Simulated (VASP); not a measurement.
# SiO2 (P4_32_12) in VASP: relaxation of cell and atoms with LDA

Aim: the relaxation of cell and atoms of SiO2 with LDA.

Everything below comes from runs of VASP 6.6.1. Logs are shortened: lines on timing, memory, paths and dates and some standing lists are left out, and cuts for length are marked.

**1. The cell of the first run**

It takes space group P4_32_12 (No. 96, tetragonal). The conventional cell has a = 4.976 Å, b = 4.976 Å, c = 6.901 Å, α = 90.00°, β = 90.00°, γ = 90.00°. Within 2.1 Å of Si (site symmetry 2) lie 4 O at 1.61 Å. Within 2.1 Å of O (site symmetry 1) lie 2 Si at 1.61 Å.

**2. Relaxation of cell and atoms, LDA**

The input, INCAR:

```
SYSTEM = SiO2
ALGO = Normal
EDIFF = 1E-7
EDIFFG = -0.005
ENCUT = 600
IBRION = 2
ISIF = 3
ISMEAR = 0
LASPH = .True.
LCHARG = .False.
LREAL = .False.
LWAVE = .False.
NELM = 80
NSW = 100
PREC = Accurate
SIGMA = 0.02
```

The input, KPOINTS:

```
k-points
0
Gamma
  6 6 4
  0 0 0
```

The input, POSCAR:

```
SiO2
1.0
    4.9755888200      0.0000000000      0.0000000000
    0.0000000000      4.9755888200      0.0000000000
    0.0000000000      0.0000000000      6.9008894400
Si O
4 8
Direct
    0.1967534400      0.1967534400      0.0000000000
    0.3032465600      0.6967534400      0.7500000000
    0.6967534400      0.3032465600      0.2500000000
    0.8032465600      0.8032465600      0.5000000000
    0.6103870700      0.7382423700      0.6820415600
    0.3896129300      0.2617576300      0.1820415600
    0.7382423700      0.6103870700      0.3179584400
    0.2382423700      0.8896129300      0.9320415600
    0.2617576300      0.3896129300      0.8179584400
    0.1103870700      0.7617576300      0.5679584400
    0.8896129300      0.2382423700      0.0679584400
    0.7617576300      0.1103870700      0.4320415600
```

Potentials or basis: VASP PAW LDA potentials, release 64 (Si, O).

Command:

```sh
cat potpaw_LDA.64/Si/POTCAR potpaw_LDA.64/O/POTCAR > POTCAR
mpirun -np 1 vasp_std > vasp.out
```

OUTCAR:

```text
SYSTEM = SiO2
   EDIFF = 1E-7
   EDIFFG = -0.005
   ENCUT = 600
   IBRION = 2
   ISIF = 3
   ISMEAR = 0
   LASPH = .True.
   LREAL = .False.
   NELM = 80
   NSW = 100
   PREC = Accurate

 ion  position               nearest neighbor table
   1  0.197  0.197  0.000-   8 1.61  11 1.61   9 1.61   6 1.61   2 3.07   3 3.07   2 3.07   3 3.07

   2  0.303  0.697  0.750-   5 1.61   9 1.61   8 1.61  10 1.61   1 3.07   4 3.07   1 3.07   4 3.07

   3  0.697  0.303  0.250-   6 1.61   7 1.61  11 1.61  12 1.61   1 3.07   4 3.07   4 3.07   1 3.07

   4  0.803  0.803  0.500-  10 1.61  12 1.61   5 1.61   7 1.61   2 3.07   3 3.07   3 3.07   2 3.07

   5  0.610  0.738  0.682-   2 1.61   4 1.61
   6  0.390  0.262  0.182-   3 1.61   1 1.61
   7  0.738  0.610  0.318-   3 1.61   4 1.61
   8  0.238  0.890  0.932-   1 1.61   2 1.61
   9  0.262  0.390  0.818-   2 1.61   1 1.61
  10  0.110  0.762  0.568-   4 1.61   2 1.61
  11  0.890  0.238  0.068-   1 1.61   3 1.61
  12  0.762  0.110  0.432-   4 1.61   3 1.61

  LATTYP: Found a simple tetragonal cell.
 ALAT       =     4.9755888200
 C/A-ratio  =     1.3869493018

  Lattice vectors:

 A1 = (   4.9755888200,   0.0000000000,   0.0000000000)
 A2 = (   0.0000000000,   4.9755888200,   0.0000000000)
 A3 = (   0.0000000000,   0.0000000000,   6.9008894400)

Analysis of symmetry for initial positions (statically):
=====================================================================
 Subroutine PRICEL returns:
 Original cell was already a primitive cell.

 Routine SETGRP: Setting up the symmetry group for a
 simple tetragonal supercell.

 Subroutine GETGRP returns: Found  8 space group operations
 (whereof  2 operations were pure point group operations)
 out of a pool of 16 trial point group operations.

The static configuration has the point symmetry C_2 .
 The point group associated with its full space group is D_4 .

Analysis of symmetry for dynamics (positions and initial velocities):
=====================================================================
 Subroutine PRICEL returns:
 Original cell was already a primitive cell.

 Routine SETGRP: Setting up the symmetry group for a
 simple tetragonal supercell.

 Subroutine GETGRP returns: Found  8 space group operations
 (whereof  2 operations were pure point group operations)
 out of a pool of 16 trial point group operations.

The dynamic configuration has the point symmetry C_2 .
 The point group associated with its full space group is D_4 .

 Subroutine INISYM returns: Found  8 space group operations
 (whereof  2 operations are pure point group operations),
 and found     1 'primitive' translations

----------------------------------------------------------------------------------------

                                     Primitive cell

  volume of cell :     170.8418

  direct lattice vectors                    reciprocal lattice vectors
     4.975588820  0.000000000  0.000000000     0.200981238  0.000000000  0.000000000
     0.000000000  4.975588820  0.000000000     0.000000000  0.200981238  0.000000000
     0.000000000  0.000000000  6.900889440     0.000000000  0.000000000  0.144908857

  length of vectors
     4.975588820  4.975588820  6.900889440     0.200981238  0.200981238  0.144908857

  position of ions in fractional coordinates (direct lattice)
     0.196753440  0.196753440  0.000000000
     0.303246560  0.696753440  0.750000000
     0.696753440  0.303246560  0.250000000
     0.803246560  0.803246560  0.500000000
     0.610387070  0.738242370  0.682041560
     0.389612930  0.261757630  0.182041560
     0.738242370  0.610387070  0.317958440
     0.238242370  0.889612930  0.932041560
     0.261757630  0.389612930  0.817958440
     0.110387070  0.761757630  0.567958440
     0.889612930  0.238242370  0.067958440
     0.761757630  0.110387070  0.432041560

  ion indices of the primitive-cell ions
   primitive index   ion index
                 1           1
                 2           2
                 3           3
                 4           4
                 5           5
                 6           6
                 7           7
                 8           8
                 9           9
                10          10
                11          11
                12          12

----------------------------------------------------------------------------------------

 KPOINTS: k-points

Automatic generation of k-mesh.
 Grid dimensions read from file:
 generate k-points for:    6    6    4

 Generating k-lattice:

  Cartesian coordinates                     Fractional coordinates (reciprocal lattice)
     0.033496873  0.000000000  0.000000000     0.166666667  0.000000000  0.000000000
     0.000000000  0.033496873  0.000000000     0.000000000  0.166666667  0.000000000
     0.000000000  0.000000000  0.036227214     0.000000000  0.000000000  0.250000000

  Length of vectors
     0.033496873  0.033496873  0.036227214

  Shift w.r.t. Gamma in fractional coordinates (k-lattice)
     0.000000000  0.000000000  0.000000000

 Subroutine IBZKPT returns following result:
 ===========================================

 Found     30 irreducible k-points:

 Following reciprocal coordinates:
            Coordinates               Weight
  0.000000  0.000000  0.000000      1.000000
  0.166667  0.000000  0.000000      4.000000
  0.333333  0.000000  0.000000      4.000000
  0.500000  0.000000  0.000000      2.000000
  0.166667  0.166667  0.000000      4.000000
  0.333333  0.166667  0.000000      8.000000
[... 16 lines left out ...]
  0.333333  0.000000  0.500000      4.000000
  0.500000  0.000000  0.500000      2.000000
 [... further k-points ...]
   k-points           NKPTS =     30   k-points in BZ     NKDIM =     30   number of bands    NBANDS=     39
   number of dos      NEDOS =    301   number of ions     NIONS =     12
   total plane-waves  NPLWV =  89600
   dimension x,y,z NGX =    40 NGY =   40 NGZ =   56
   dimension x,y,z NGXF=    80 NGYF=   80 NGZF=  112
   ions per type =               4   8
   NGX,Y,Z   is equivalent  to a cutoff of  13.36, 13.36, 13.49 a.u.
   NGXF,Y,Z  is equivalent  to a cutoff of  26.73, 26.73, 26.98 a.u.
 SYSTEM =  SiO2
   PREC   = accura    normal or accurate (medium, high low for compatibility)
   ISTART =      0    job   : 0-new  1-cont  2-samecut
   ICHARG =      2    charge: 1-file 2-atom 10-const
   ISPIN  =      1    spin polarized calculation?
   LNONCOLLINEAR =      F non collinear calculations
   LSORBIT =      F    spin-orbit coupling
   LASPH  =      T    aspherical Exc in radial PAW
   ENCUT  =  600.0 eV  44.10 Ry    6.64 a.u.   9.94  9.94 13.78*2*pi/ulx,y,z
   NELM   =     80;   NELMIN=  2; NELMDL= -5     # of ELM steps
   EDIFF  = 0.1E-06   stopping-criterion for ELM
   LREAL  =      F    real-space projection
   EDIFFG = -.5E-02   stopping-criterion for IOM
   NSW    =    100    number of steps for IOM
   IBRION =      2    ionic relax: 0-MD 1-quasi-New 2-CG
   NFREE  =      1    steps in history (QN), initial steepest desc. (CG)
   ISIF   =      3    stress and relaxation
   ISYM   =      2    0-nonsym 1-usesym 2-fastsym
   POTIM  = 0.5000    time-step for ionic-motion
   TEBEG  =    0.0;   TEEND  =   0.0 temperature during run
   PSTRESS=    0.0 pullay stress
   NELECT =      64.0000    total number of electrons
   NUPDOWN=      -1.0000    fix difference up-down
   EMIN   =  10.00;   EMAX   =-10.00  energy-range for DOS
   EFERMI =   0.00;   METHOD = LEGACY
   ISMEAR =     0;   SIGMA  =   0.02  broadening in eV -4-tet -1-fermi 0-gaus
   EFERMI_NEDOS =   21; number of points for ismear=-14 and -15
   IALGO  =     38    algorithm
   IMIX   =      4    mixing-type and parameters
     AMIX     =   0.40;   BMIX     =  1.00
     AMIX_MAG =   1.60;   BMIX_MAG =  1.00
  volume/ion in A,a.u.               =      14.24        96.07
  Fermi-wavevector in a.u.,A,eV,Ry     =   1.180149  2.230158 18.949534  1.392751
  Thomas-Fermi vector in A             =   2.316447
   LORBIT       =      0    0 simple, 1 ext, 2 COOP (PROOUT), +10 PAW based schemes
   GGA     = CA    functional components
   LHFCALC =     F    Hartree Fock is set to
   AEXX    =    0.0000 exact exchange contribution
   IVDW    =     0    specifies the selected vdW correction
   LEPSILON=     F    determine dielectric tensor
   LRPA    =     F    only Hartree local field effects (RPA)
 conjugate gradient relaxation of ions
 non-spin polarized calculation
 Gauss-broadening in eV      SIGMA  =   0.02
  energy-cutoff  :      600.00
  volume of cell :      170.84
 maximum number of plane-waves:      5726
 NGX is ok and might be reduce to    40
   NGX = 19   NGY = 19   NGZ = 27

--------------------------------------- Ionic step        1  -------------------------------------------

 number of electron      63.9999997 magnetization

 Free energy of the ion-electron system (eV)
  ---------------------------------------------------
  ext. energy  EPLUGINS =         0.00000000
  ---------------------------------------------------
  free energy    TOTEN  =      -103.78089639 eV

  energy without entropy =     -103.78089639  energy(sigma->0) =     -103.78089639

------------------------ aborting loop because EDIFF is reached ----------------------------------------

  FORCE on cell =-STRESS in cart. coord.  units (eV):
  Direction    XX          YY          ZZ          XY          YZ          ZX
  --------------------------------------------------------------------------------------
  -------------------------------------------------------------------------------------
  Total       -1.3918418     -1.3918418     -1.3133684     -0.0000000     -0.0000000      0.0000000
  in kB      -13.0528825    -13.0528825    -12.3169477     -0.0000000     -0.0000000      0.0000000
  external PRESSURE =     -12.8075709 kB  Pullay stress =       0.0000000 kB
[... 119 lines left out ...]
  FREE ENERGIE OF THE ION-ELECTRON SYSTEM (eV)
  ---------------------------------------------------
  free  energy   TOTEN  =      -103.7858483994 eV

  energy  without entropy=     -103.7858483994  energy(sigma->0) =     -103.78584840

[... ionic steps 4 to 39 ...]

--------------------------------------- Ionic step       40  -------------------------------------------

 number of electron      63.9999998 magnetization

------------------------ aborting loop because EDIFF is reached ----------------------------------------

  FORCE on cell =-STRESS in cart. coord.  units (eV):
  Direction    XX          YY          ZZ          XY          YZ          ZX
  --------------------------------------------------------------------------------------
  -------------------------------------------------------------------------------------
  Total        0.0572964      0.0572964     -0.0942436      0.0000000      0.0000000     -0.0000000
  in kB        0.5542761      0.5542761     -0.9116965      0.0000000      0.0000000     -0.0000000
  external PRESSURE =       0.0656186 kB  Pullay stress =       0.0000000 kB
[... 77 lines left out ...]
  energy  without entropy=     -103.7892433310  energy(sigma->0) =     -103.78924333

--------------------------------------- Ionic step       42  -------------------------------------------

 number of electron      63.9999999 magnetization

 Free energy of the ion-electron system (eV)
  ---------------------------------------------------
  ext. energy  EPLUGINS =         0.00000000
  ---------------------------------------------------
  free energy    TOTEN  =      -103.78926062 eV

  energy without entropy =     -103.78926062  energy(sigma->0) =     -103.78926062

 E-fermi :   0.2422     XC(G=0):  -9.2169

 val. band max:        0.1337213419   @ k =   0.0000   0.0000   0.0000
 cond. band min:       5.7041641937   @ k =   0.0000   0.0000   0.0000
 fundamental gap:      5.5704428518
 Fermi energy:         0.2422350778

 k-point     1 :       0.0000    0.0000    0.0000
  band No.  band energies     occupation
      1     -19.1356      2.00000
      2     -18.1823      2.00000
      3     -18.1823      2.00000
      4     -16.9601      2.00000
      5     -16.8980      2.00000
      6     -16.8903      2.00000
[... 997 lines left out ...]
     38       9.3007      0.00000
     39      10.1441      0.00000

 [... further k-points ...]

------------------------ aborting loop because EDIFF is reached ----------------------------------------

  FORCE on cell =-STRESS in cart. coord.  units (eV):
  Direction    XX          YY          ZZ          XY          YZ          ZX
  --------------------------------------------------------------------------------------
  -------------------------------------------------------------------------------------
  Total        0.0022302      0.0022302     -0.0291380      0.0000000      0.0000000      0.0000000
  in kB        0.0215780      0.0215780     -0.2819267      0.0000000      0.0000000      0.0000000
  external PRESSURE =      -0.0795902 kB  Pullay stress =       0.0000000 kB
[... 27 lines left out ...]
  FREE ENERGIE OF THE ION-ELECTRON SYSTEM (eV)
  ---------------------------------------------------
  free  energy   TOTEN  =      -103.7892606214 eV

  energy  without entropy=     -103.7892606214  energy(sigma->0) =     -103.78926062

 reached required accuracy - stopping structural energy minimisation
```

Run time: 35 min. Hardware: 1 thread of AMD EPYC 9R45 (Zen 5), shared host; peak memory 0.3 GiB.

What came out:

```
Free energy                           : -103.7893 eV
Relaxed volume                        : 13.80 Å³/atom
Relaxed cell                          : a = 4.924 Å, b = 4.924 Å, c = 6.829 Å, α = 90.00°, β = 90.00°, γ = 90.00°
Space group after relaxing (to 0.1 Å) : P4_32_12 (No. 96)
Energy gained by relaxing             : 0.7 meV/atom
Ionic steps                           : 42
Pressure after relaxing               : 0.0 GPa
Largest force after relaxing          : 0.005 eV/Å
Band gap on the k mesh                : 5.57 eV
```

Forces on the atoms (eV/Å):
```
Si  -0.003 -0.003  0.000
Si   0.003 -0.003  0.000
Si  -0.003  0.003  0.000
Si   0.003  0.003  0.000
O   -0.002 -0.001 -0.002
O    0.002  0.001 -0.002
O   -0.001 -0.002  0.002
O   -0.001  0.002 -0.002
O    0.001  0.002  0.002
O   -0.002  0.001  0.002
O    0.002 -0.001  0.002
O    0.001 -0.002 -0.002
```

The path:
```csv
step,energy change (eV),largest force (eV/Å),pressure (GPa),volume (Å³)
1,0.0000,0.0693,-1.28,170.84
3,-0.0050,0.0206,-0.03,169.71
5,-0.0051,0.0347,0.02,169.62
7,-0.0051,0.0290,0.00,169.60
9,-0.0053,0.0492,-0.07,169.43
11,-0.0054,0.0222,-0.03,169.45
13,-0.0056,0.0301,0.11,169.08
15,-0.0056,0.0359,0.16,168.95
17,-0.0058,0.0268,0.14,168.84
19,-0.0061,0.0542,0.08,168.40
21,-0.0064,0.0236,-0.06,168.18
23,-0.0064,0.0255,-0.11,168.10
25,-0.0069,0.0219,-0.06,167.64
27,-0.0075,0.0317,-0.04,166.80
29,-0.0077,0.0509,-0.10,166.59
31,-0.0081,0.0221,-0.18,165.93
33,-0.0082,0.0151,-0.09,165.89
35,-0.0082,0.0169,0.15,165.55
37,-0.0083,0.0113,0.03,165.69
39,-0.0083,0.0311,-0.01,165.57
41,-0.0083,0.0116,0.00,165.61
42,-0.0084,0.0045,-0.01,165.59
```

Final structure:
```
CELL_PARAMETERS angstrom
4.92421 0.00000 0.00000
0.00000 4.92421 0.00000
0.00000 0.00000 6.82906
ATOMIC_POSITIONS crystal
Si 0.19262 0.19262 0.00000
Si 0.30738 0.69262 0.75000
Si 0.69262 0.30738 0.25000
Si 0.80738 0.80738 0.50000
O 0.61877 0.73622 0.68577
O 0.38123 0.26378 0.18577
O 0.73622 0.61877 0.31423
O 0.23622 0.88123 0.93577
O 0.26378 0.38123 0.81423
O 0.11877 0.76378 0.56423
O 0.88123 0.23622 0.06423
O 0.76378 0.11877 0.43577
```

Levels at points of the mesh, in eV from the valence-band top:
```
           k point  band 28  band 29  band 30  band 31  band 32  band 33  band 34  band 35  band 36  band 37
(0.00, 0.00, 0.00)    -1.31    -0.69    -0.34    -0.34     0.00     5.57     8.60     8.60     9.22     9.22
(0.50, 0.00, 0.00)    -1.00    -0.67    -0.67    -0.51    -0.51     7.65     7.65     9.01     9.01     9.71
(0.50, 0.50, 0.00)    -1.31    -0.60    -0.60    -0.53    -0.53     8.55     8.55     8.68     8.68     9.50
(0.00, 0.00, 0.50)    -0.91    -0.57    -0.57    -0.39    -0.39     6.87     6.87     9.13     9.13     9.61
(0.50, 0.00, 0.50)    -1.02    -0.93    -0.93    -0.19    -0.19     8.02     8.02     8.84     8.84     9.17
(0.50, 0.50, 0.50)    -1.35    -0.59    -0.59    -0.59    -0.59     9.04     9.04     9.04     9.04     9.67
```
